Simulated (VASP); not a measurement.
Here is a VASP 6.6.1 calculation.

INCAR

```
SYSTEM = HfC
ALGO = Normal
EDIFF = 1E-6
ENCUT = 520
GGA = PE
ISIF = 2
ISMEAR = -1
LASPH = .True.
LCHARG = .False.
LREAL = .False.
LWAVE = .False.
NBANDS = 14
NELM = 80
PREC = Accurate
SIGMA = 0.1
```

KPOINTS

```
k-points
0
Gamma
  14 14 14
  0 0 0
```

POSCAR

```
HfC
1.0
    0.0000000000      2.2553032892      2.2553032892
    2.2553032892      0.0000000000      2.2553032892
    2.2553032892      2.2553032892      0.0000000000
Hf C
1 1
Direct
    0.0000000000      0.0000000000      0.0000000000
    0.2500000000      0.2500000000      0.2500000000
```

Potentials or basis: VASP PAW PBE potentials, release 64 (Hf_pv, C).

Run with:

```sh
$ cat potpaw_PBE.64/Hf_pv/POTCAR potpaw_PBE.64/C/POTCAR > POTCAR
$ mpirun -np 1 vasp_std > vasp.out
```

(1) Estimate the band gap on the k mesh.

(2) What does it give for the pressure?

Results:

(1) 0.08 eV (least direct gap 0.43 eV).

(2) 95.9 GPa.

Caveat: the cell stands under pressure; spin-orbit coupling is left out, which moves the levels of the heavy elements.
